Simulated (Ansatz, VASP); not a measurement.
# CdS in VASP and in Ansatz

File INCAR:

```
ALGO = Normal ; EDIFF = 1E-6
ENCUT = 520 ; ISIF = 2
ISMEAR = -1 ; LASPH = True
LCHARG = False ; LREAL = False
LWAVE = False ; NBANDS = 16
NELM = 80 ; PREC = Accurate
SIGMA = 0.05
```

The input KPOINTS:

```
k-points
0
Gamma
  8 8 8
```

POSCAR

```
CdS
1.0
    0.0000000000      2.6970395763      2.6970395763
    2.6970395763      0.0000000000      2.6970395763
    2.6970395763      2.6970395763      0.0000000000
Cd S
1 1
Direct
    0.0000000000      0.0000000000      0.0000000000
    0.5000000000      0.5000000000      0.5000000000
```

File input.yaml:

```yaml
crystal:
  lattice:
    - [0.0, 2.6970395763, 2.6970395763]
    - [2.6970395763, 0.0, 2.6970395763]
    - [2.6970395763, 2.6970395763, 0.0]
  atoms:
    - { symbol: Cd, position: [0.0, 0.0, 0.0] }
    - { symbol: S, position: [0.5, 0.5, 0.5] }
kpoints:
  mp_grid: { grid: [8, 8, 8] }
scf:
  occupations: { method: fermi_dirac, width: 0.05 }
hamiltonian:
  xc: lda
  pseudopotentials: { kind: all_electron, lapw: { basis_error: 0.001 } }
output:
  forces: true
  stress: true
  eigenvalues: true
```

Change from the starting cell: volume scaled by 0.94.

Alike in both runs: task single point; functional LDA; k mesh 8 × 8 × 8; occupations fermi-dirac, width 0.05 eV; no spin polarisation.

|  | VASP | Ansatz |
| --- | --- | --- |
| version | VASP 6.6.1 | Ansatz 0.2.0 |
| potentials or method | VASP PAW LDA potentials, release 64 (Cd, S), cutoff 520 eV | all-electron LAPW, scalar-relativistic |

Ansatz gave:

* gap on the k mesh at the Fermi level (eV): none
* pressure (GPa): -2.6

Problem. What did VASP give for the same quantities?

Solution. gap on the k mesh at the Fermi level (eV): none; pressure (GPa): -2.0.

LDA's correlation is that of Perdew and Zunger in VASP and of Perdew and Wang (1992) in Ansatz. A gap of «none» marks a metal or a gap that the smearing closes. Ansatz ran all-electron here, and VASP with PAW potentials.
